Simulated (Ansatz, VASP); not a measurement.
## Two plane-wave programs on NaH

Contents of POSCAR:

```
NaH
1.0
   -0.0254199634      2.4013419738      2.4013419738
    2.4013419738     -0.0254199634      2.4013419738
    2.4013419738      2.4013419738     -0.0254199634
Na H
1 1
Direct
    0.0000000000      0.0000000000      0.0000000000
    0.5000000000      0.5000000000      0.5000000000
```

File INCAR.step1:

```
PREC     = Accurate       # precision mode
ENCUT    = 520            # plane-wave cutoff, eV
ISMEAR   = 0              # smearing method
SIGMA    = 0.01           # smearing width, eV
LREAL    = F              # projectors in reciprocal space
LASPH    = T              # aspherical terms in the spheres
NELM     = 80             # most SCF steps
NBANDS   = 11             # bands
GGA      = PE             # functional
ALGO     = Normal         # electronic algorithm
EDIFF    = 1E-4           # SCF threshold, eV
LWAVE    = T              # write WAVECAR
LCHARG   = F              # write CHGCAR
```

Contents of INCAR.step2:

```
PREC     = Accurate       # precision mode
ENCUT    = 520            # plane-wave cutoff, eV
EDIFF    = 1E-6           # SCF threshold, eV
ISMEAR   = 0              # smearing method
SIGMA    = 0.01           # smearing width, eV
LREAL    = F              # projectors in reciprocal space
LASPH    = T              # aspherical terms in the spheres
NELM     = 80             # most SCF steps
ALGO     = Normal         # electronic algorithm
ISIF     = 2              # what is computed and relaxed
LWAVE    = F              # write WAVECAR
LCHARG   = T              # write CHGCAR
METAGGA  = R2SCAN         # meta-GGA
LMIXTAU  = T            
LELF     = T              # ELF
LVHAR    = T            
NBANDS   = 11             # bands
ISTART   = 1
```

File KPOINTS:

```
Automatic mesh
0
Gamma
  10 10 10
```

Input for Ansatz:

```yaml
crystal:
  lattice:
    - [-0.0254199634, 2.4013419738, 2.4013419738]
    - [2.4013419738, -0.0254199634, 2.4013419738]
    - [2.4013419738, 2.4013419738, -0.0254199634]
  atoms:
    - { symbol: Na, position: [0.0, 0.0, 0.0] }
    - { symbol: H, position: [0.5, 0.5, 0.5] }
kpoints:
  mp_grid: { grid: [10, 10, 10] }
  band_path:
    path:
      - [0.0, 0.0, 0.0]
      - [0.5, 0.0, 0.5]
      - [0.625, 0.25, 0.625]
      - [0.375, 0.375, 0.75]
      - [0.5, 0.5, 0.5]
      - [0.5, 0.25, 0.75]
    npoints: 1
hamiltonian:
  xc: r2scan
scf:
  occupations: { method: fixed }
  n_extra_bands: 4
output:
  forces: true
  stress: true
  eigenvalues: true
```

Change from the starting cell: epitaxial_111 strain +1.2%.

Alike in both runs: task single point; functional r2SCAN; k mesh 10 × 10 × 10; no spin polarisation.

|  | VASP | Ansatz |
| --- | --- | --- |
| version | VASP 6.6.1 | Ansatz 0.2.0 |
| potentials or method | VASP PAW PBE potentials, release 64 (Na_pv, H) | plane waves, PAW |
| plane-wave cutoff (eV) | 520 | 500 |
| occupations | gaussian, width 0.01 eV | fixed |
| valence electrons in the cell | 8 | 10 |

|  | VASP | Ansatz | Ansatz less VASP |
| --- | --- | --- | --- |
| gap on the k mesh at the Fermi level (eV) | 4.36 | 4.35 | -0.011 |
| pressure (GPa) | -0.7 | -0.5 | +0.18 |
| traceless stress, the component that is largest in VASP (GPa) | 0.19 | 0.24 | +0.057 |

VASP's potentials were made for PBE, not for r2SCAN. VASP's potentials hold 8 valence electrons a cell and Ansatz's 10, so a difference there can come from the potentials and not from the codes.
